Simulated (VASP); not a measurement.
# TiC (P6_3/mmc) in VASP: notebook

TiC is run at these levels: PBE; tasks: vibrations by perturbation theory, elastic constants.

Program: VASP 6.6.1. These are calculated values, not measurements. Logs are shortened: lines on timing, memory, paths and dates and some standing lists are left out, and cuts for length are marked.

## (1) The cell of the first run

Symmetry: P6_3/mmc, No. 194, hexagonal system. The conventional cell has a = 3.099 Å, b = 3.099 Å, c = 9.800 Å, α = 90.00°, β = 90.00°, γ = 120.00°. Ti (site symmetry -6m2) has 6 C at 2.17 Å within 2.9 Å. Within 2.9 Å of Ti (site symmetry -3m) lie 6 C at 2.17 Å. C (site symmetry 3m) has 6 Ti at 2.17 Å and 1 C at 2.46 Å within 2.9 Å.

## (2) Vibrations by perturbation theory, PBE

File INCAR:

```
  PREC = Accurate
  ENCUT = 520
  EDIFF = 1E-8
  ISMEAR = -1
  SIGMA = 0.15
  LREAL = F
  LASPH = T
  NELM = 80
  ALGO = Normal
  ISIF = 2
  LWAVE = F
  LCHARG = T
  GGA = PE
  IBRION = 8
  NSW = 1
  KPAR = 4
```

File KPOINTS:

```
Automatic mesh
0
Gamma
  12 12 4
```

File POSCAR:

```
TiC
1.0
    3.0993825370     -0.0000000289      0.0000000000
   -1.5496912435      2.6841440275      0.0000000000
    0.0000000000      0.0000000000      9.8002013775
Ti C
4 4
Direct
    0.6666666667      0.3333333333      0.7500000000
    0.0000000000      0.0000000000      0.0000000000
    0.3333333333      0.6666666667      0.2500000000
    0.0000000000      0.0000000000      0.5000000000
    0.3333333333      0.6666666667      0.8755775903
    0.6666666667      0.3333333333      0.1244224097
    0.6666666667      0.3333333333      0.3755775903
    0.3333333333      0.6666666667      0.6244224097
```

Potentials or basis: VASP PAW PBE potentials, release 64 (Ti_sv, C).

Launch:

```console
> cat potpaw_PBE.64/Ti_sv/POTCAR potpaw_PBE.64/C/POTCAR > POTCAR
> mpirun -np 4 vasp_std > vasp.out
```

OUTCAR:

```text
PREC = Accurate
   ENCUT = 520
   EDIFF = 1E-8
   ISMEAR = -1
   LREAL = F
   LASPH = T
   NELM = 80
   ISIF = 2
   GGA = PE
   IBRION = 8
   NSW = 1

 ion  position               nearest neighbor table
   1  0.667  0.333  0.750-   5 2.17   8 2.17   5 2.17   8 2.17   5 2.17   8 2.17
   2  0.000  0.000  0.000-   5 2.17   6 2.17   5 2.17   6 2.17   6 2.17   5 2.17
   3  0.333  0.667  0.250-   6 2.17   7 2.17   6 2.17   7 2.17   6 2.17   7 2.17
   4  0.000  0.000  0.500-   7 2.17   8 2.17   8 2.17   7 2.17   7 2.17   8 2.17
   5  0.333  0.667  0.876-   2 2.17   2 2.17   2 2.17   1 2.17   1 2.17   1 2.17
   6  0.667  0.333  0.124-   2 2.17   2 2.17   2 2.17   3 2.17   3 2.17   3 2.17
   7  0.667  0.333  0.376-   4 2.17   4 2.17   4 2.17   3 2.17   3 2.17   3 2.17
   8  0.333  0.667  0.624-   4 2.17   4 2.17   4 2.17   1 2.17   1 2.17   1 2.17

  LATTYP: Found a hexagonal cell.
 ALAT       =     3.0993825370
 C/A-ratio  =     3.1619850924

  Lattice vectors:

 A1 = (   3.0993825370,  -0.0000000289,   0.0000000000)
 A2 = (  -1.5496912435,   2.6841440275,   0.0000000000)
 A3 = (   0.0000000000,   0.0000000000,   9.8002013775)

Analysis of symmetry for initial positions (statically):
=====================================================================
 Subroutine PRICEL returns:
 Original cell was already a primitive cell.

 Routine SETGRP: Setting up the symmetry group for a
 hexagonal supercell.

 Subroutine GETGRP returns: Found 24 space group operations
 (whereof 12 operations were pure point group operations)
 out of a pool of 24 trial point group operations.

The static configuration has the point symmetry D_3d.
 The point group associated with its full space group is D_6h.

Analysis of symmetry for dynamics (positions and initial velocities):
=====================================================================
 Subroutine PRICEL returns:
[... 1224 lines left out ...]
    -1.49874  0.00000 -0.00000
     0.00000 -1.49874 -0.00000
     0.00000  0.00000  3.97544

 INTERNAL STRAIN TENSOR FOR ION    8 for displacements in x,y,z  (eV/Angst):
          X           Y           Z          XY          YZ          ZX
  --------------------------------------------------------------------------------
  x     0.00000    -0.00000     0.00000     0.63440     0.00000    -1.79303
  y     0.63440    -0.63440     0.00000    -0.00000    -1.75959     0.00000
  z     1.49874     1.49874    -3.97544    -0.00000     0.00000    -0.00000

 SECOND DERIVATIVES (NOT SYMMETRIZED)
 ------------------------------------
               1X          1Y          1Z          2X          2Y          2Z          3X          3Y          3Z          4X          4Y          4Z          5X          5Y          5Z          6X          6Y          6Z          7X          7Y          7Z          8X          8Y          8Z
  1X   -13.961125    0.000000    0.000000   -0.430782    0.000000    0.000000   -0.266597    0.000000    0.000000   -0.430782    0.000000   -0.000000    7.121796   -0.000000   -0.000000    0.422847   -0.000000   -0.000000    0.422847   -0.000000    0.000000    7.121796   -0.000000    0.000000
  1Y     0.000000  -13.961125    0.000000    0.000000   -0.430782   -0.000000    0.000000   -0.266597    0.000000    0.000000   -0.430782    0.000000   -0.000000    7.121796    0.000000   -0.000000    0.422847    0.000000   -0.000000    0.422847   -0.000000   -0.000000    7.121796   -0.000000
  1Z     0.000000    0.000000  -20.806662    0.000000    0.000000    7.190772    0.000000    0.000000   -0.525323    0.000000   -0.000000    7.190772   -0.000000   -0.000000    4.275587   -0.000000   -0.000000   -0.800366    0.000000    0.000000   -0.800366    0.000000   -0.000000    4.275587
  2X    -0.427964    0.000000    0.000000  -12.804266    0.000000    0.000000   -0.427964    0.000000    0.000000   -0.396969    0.000000    0.000000    6.323079   -0.000000    0.000000    6.323079   -0.000000    0.000000    0.705502   -0.000000    0.000000    0.705502   -0.000000    0.000000
  2Y     0.000000   -0.427964    0.000000    0.000000  -12.804266    0.000000    0.000000   -0.427964    0.000000    0.000000   -0.396969    0.000000   -0.000000    6.323079    0.000000   -0.000000    6.323079    0.000000   -0.000000    0.705502    0.000000   -0.000000    0.705502    0.000000
  2Z    -0.000000   -0.000000    7.188714    0.000000   -0.000000  -20.588171   -0.000000    0.000000    7.188714    0.000000    0.000000    0.191177    0.000000   -0.000000    3.340964    0.000000   -0.000000    3.340964   -0.000000   -0.000000   -0.331181   -0.000000   -0.000000   -0.331181
  3X    -0.266597    0.000000    0.000000   -0.430782    0.000000    0.000000  -13.961125    0.000000    0.000000   -0.430782    0.000000   -0.000000    0.422847   -0.000000   -0.000000    7.121796   -0.000000   -0.000000    7.121796   -0.000000    0.000000    0.422847   -0.000000    0.000000
  3Y     0.000000   -0.266597    0.000000    0.000000   -0.430782   -0.000000    0.000000  -13.961125    0.000000    0.000000   -0.430782    0.000000   -0.000000    0.422847    0.000000   -0.000000    7.121796    0.000000   -0.000000    7.121796   -0.000000   -0.000000    0.422847   -0.000000
  3Z     0.000000    0.000000   -0.525323    0.000000    0.000000    7.190772    0.000000    0.000000  -20.806662    0.000000   -0.000000    7.190772   -0.000000   -0.000000   -0.800366   -0.000000   -0.000000    4.275587    0.000000   -0.000000    4.275587    0.000000    0.000000   -0.800366
  4X    -0.427964    0.000000    0.000000   -0.396969    0.000000    0.000000   -0.427964    0.000000    0.000000  -12.804266    0.000000    0.000000    0.705502   -0.000000    0.000000    0.705502   -0.000000    0.000000    6.323079   -0.000000    0.000000    6.323079   -0.000000    0.000000
  4Y     0.000000   -0.427964    0.000000    0.000000   -0.396969    0.000000    0.000000   -0.427964    0.000000    0.000000  -12.804266    0.000000   -0.000000    0.705502    0.000000   -0.000000    0.705502    0.000000   -0.000000    6.323079    0.000000   -0.000000    6.323079    0.000000
  4Z     0.000000    0.000000    7.188714    0.000000   -0.000000    0.191177    0.000000   -0.000000    7.188714    0.000000   -0.000000  -20.588171    0.000000    0.000000   -0.331181    0.000000    0.000000   -0.331181   -0.000000    0.000000    3.340964   -0.000000    0.000000    3.340964
  5X     7.110954   -0.000000   -0.000000    6.309436   -0.000000   -0.000000    0.423974   -0.000000   -0.000000    0.709112   -0.000000    0.000000  -13.448237    0.000000    0.000000    0.556113   -0.000000   -0.000000   -0.470951    0.000000   -0.000000   -1.190401    0.000000    0.000000
  5Y    -0.000000    7.110954   -0.000000   -0.000000    6.309436   -0.000000   -0.000000    0.423974   -0.000000   -0.000000    0.709112    0.000000    0.000000  -13.448237    0.000000   -0.000000    0.556113    0.000000    0.000000   -0.470951    0.000000    0.000000   -1.190401    0.000000
  5Z     0.000000   -0.000000    4.256945   -0.000000   -0.000000    3.274990    0.000000    0.000000   -0.766098    0.000000    0.000000   -0.292983    0.000000    0.000000  -12.828130   -0.000000    0.000000    4.091508    0.000000   -0.000000    0.157445   -0.000000   -0.000000    2.106324
  6X     0.423974   -0.000000   -0.000000    6.309436   -0.000000   -0.000000    7.110954   -0.000000   -0.000000    0.709112   -0.000000    0.000000    0.556113   -0.000000   -0.000000  -13.448237    0.000000    0.000000   -1.190401    0.000000    0.000000   -0.470951    0.000000   -0.000000
  6Y    -0.000000    0.423974   -0.000000   -0.000000    6.309436   -0.000000   -0.000000    7.110954   -0.000000   -0.000000    0.709112    0.000000   -0.000000    0.556113    0.000000    0.000000  -13.448237    0.000000    0.000000   -1.190401    0.000000    0.000000   -0.470951    0.000000
  6Z     0.000000    0.000000   -0.766098   -0.000000   -0.000000    3.274990    0.000000   -0.000000    4.256945    0.000000    0.000000   -0.292983   -0.000000    0.000000    4.091508    0.000000    0.000000  -12.828130   -0.000000   -0.000000    2.106324    0.000000   -0.000000    0.157445
  7X     0.423974   -0.000000    0.000000    0.709112   -0.000000   -0.000000    7.110954   -0.000000    0.000000    6.309436   -0.000000    0.000000   -0.470951    0.000000    0.000000   -1.190401    0.000000   -0.000000  -13.448237    0.000000   -0.000000    0.556113   -0.000000    0.000000
  7Y    -0.000000    0.423974    0.000000   -0.000000    0.709112   -0.000000   -0.000000    7.110954    0.000000   -0.000000    6.309436   -0.000000    0.000000   -0.470951   -0.000000    0.000000   -1.190401   -0.000000    0.000000  -13.448237   -0.000000   -0.000000    0.556113    0.000000
  7Z    -0.000000   -0.000000   -0.766098   -0.000000    0.000000   -0.292983   -0.000000    0.000000    4.256945    0.000000    0.000000    3.274990   -0.000000    0.000000    0.157445    0.000000    0.000000    2.106324   -0.000000    0.000000  -12.828130    0.000000    0.000000    4.091508
  8X     7.110954   -0.000000    0.000000    0.709112   -0.000000   -0.000000    0.423974   -0.000000    0.000000    6.309436   -0.000000    0.000000   -1.190401    0.000000   -0.000000   -0.470951    0.000000    0.000000    0.556113   -0.000000    0.000000  -13.448237    0.000000   -0.000000
  8Y    -0.000000    7.110954    0.000000   -0.000000    0.709112   -0.000000   -0.000000    0.423974    0.000000   -0.000000    6.309436   -0.000000    0.000000   -1.190401   -0.000000    0.000000   -0.470951   -0.000000   -0.000000    0.556113    0.000000    0.000000  -13.448237   -0.000000
  8Z    -0.000000    0.000000    4.256945   -0.000000    0.000000   -0.292983   -0.000000   -0.000000   -0.766098    0.000000    0.000000    3.274990    0.000000    0.000000    2.106324   -0.000000    0.000000    0.157445    0.000000    0.000000    4.091508   -0.000000    0.000000  -12.828130

 Eigenvectors and eigenvalues of the dynamical matrix
 ----------------------------------------------------

   1 f  =   19.594313 THz   123.114697 2PiTHz  653.595916 cm-1    81.035529 meV
             X         Y         Z           dx          dy          dz
      1.549691  0.894715  7.350151     0.000000    0.000000    0.000000
      0.000000  0.000000  0.000000     0.000000    0.000000   -0.000000
      0.000000  1.789429  2.450050     0.000000    0.000000   -0.000000
      0.000000  0.000000  4.900101     0.000000    0.000000   -0.000000
      0.000000  1.789429  8.580837    -0.000000   -0.000000   -0.500000
      1.549691  0.894715  1.219365    -0.000000   -0.000000    0.500000
      1.549691  0.894715  3.680736    -0.000000   -0.000000   -0.500000
      0.000000  1.789429  6.119465    -0.000000   -0.000000    0.500000
[... 243 lines left out ...]
  24 f/i=    0.008371 THz     0.052595 2PiTHz    0.279219 cm-1     0.034619 meV
             X         Y         Z           dx          dy          dz
      1.549691  0.894715  7.350151    -0.000000    0.000000   -0.447228
      0.000000  0.000000  0.000000    -0.000000    0.000000   -0.446717
      0.000000  1.789429  2.450050    -0.000000    0.000000   -0.447228
      0.000000  0.000000  4.900101    -0.000000    0.000000   -0.446717
      0.000000  1.789429  8.580837    -0.000000    0.000000   -0.224088
      1.549691  0.894715  1.219365    -0.000000    0.000000   -0.224088
      1.549691  0.894715  3.680736    -0.000000    0.000000   -0.224088
      0.000000  1.789429  6.119465    -0.000000    0.000000   -0.224088

--------------------------------------------------------------------------------------------------------

 ELASTIC MODULI CONTR FROM IONIC RELAXATION (kBar)
 Direction    XX          YY          ZZ          XY          YZ          ZX
 --------------------------------------------------------------------------------
 XX         -18.8015      0.0861     24.8215      0.0000      0.0000      0.0000
 YY           0.0861    -18.8015     24.8215      0.0000     -0.0000     -0.0000
 ZZ          24.8215     24.8215    -65.8395     -0.0000      0.0000     -0.0000
 XY           0.0000      0.0000     -0.0000     -9.4438      0.0000      0.0000
 YZ           0.0000     -0.0000      0.0000      0.0000    -18.3197      0.0000
 ZX           0.0000     -0.0000     -0.0000      0.0000      0.0000    -19.0227
 --------------------------------------------------------------------------------
```

Run time: 17 min. Hardware: 4 MPI ranks of Intel Xeon 6975P-C (Granite Rapids), shared host; peak memory 1.6 GiB.

Results:

| Item | Value |
| --- | --- |
| Highest phonon frequency at Γ | 654 cm⁻¹ |

Phonon frequencies in cm⁻¹ (negative: imaginary):
| q point | frequencies |
| --- | --- |
| (0.000, 0.000, 0.000) | 0 0 0 184 184 197 197 270 270 298 310 426 450 521 539 539 548 548 604 610 610 642 642 654 |

## (3) Elastic constants, PBE

File INCAR:

```
SYSTEM = TiC
PREC = Accurate
ENCUT = 600
EDIFF = 1E-8
ISMEAR = -1
SIGMA = 0.15
LREAL = .False.
LASPH = .True.
NELM = 60
ALGO = Normal
ISIF = 3
LWAVE = .False.
LCHARG = .False.
GGA = PE
IBRION = 6
NFREE = 2
POTIM = 0.015
NSW = 1
KPAR = 4
```

File KPOINTS:

```
Automatic mesh
0
Gamma
  12 12 4
  0 0 0
```

POSCAR is that of step 2.

Potentials or basis: VASP PAW PBE potentials, release 64 (Ti_sv, C).

Launch:

```console
> cat potpaw_PBE.64/Ti_sv/POTCAR potpaw_PBE.64/C/POTCAR > POTCAR
> mpirun -np 4 vasp_std > vasp.out
```

Wall time 32 min (4 MPI ranks of Intel Xeon 6975P-C (Granite Rapids), shared host); peak memory 1.4 GiB.

The run converged. Its results:

```
Voigt bulk modulus            : 245 GPa
Highest phonon frequency at Γ : 654 cm⁻¹
```

Phonon frequencies in cm⁻¹ (negative: imaginary):
| q point | frequencies |
| --- | --- |
| (0.000, 0.000, 0.000) | 0 0 0 184 184 197 197 270 270 297 306 426 450 520 539 539 548 548 604 610 610 642 642 654 |

Elastic tensor in Voigt notation (GPa, in the Cartesian axes of the cell as first typed):
```
465 116 164   0   0   0
116 465 164   0   0   0
164 164 386   0   0   0
  0   0   0 190   0   0
  0   0   0   0 190   0
  0   0   0   0   0 174
```

Clamped-ion elastic tensor (GPa):
```
467 117 162   0   0   0
117 467 162   0   0   0
162 162 393   0   0   0
  0   0   0 192   0   0
  0   0   0   0 192   0
  0   0   0   0   0 175
```
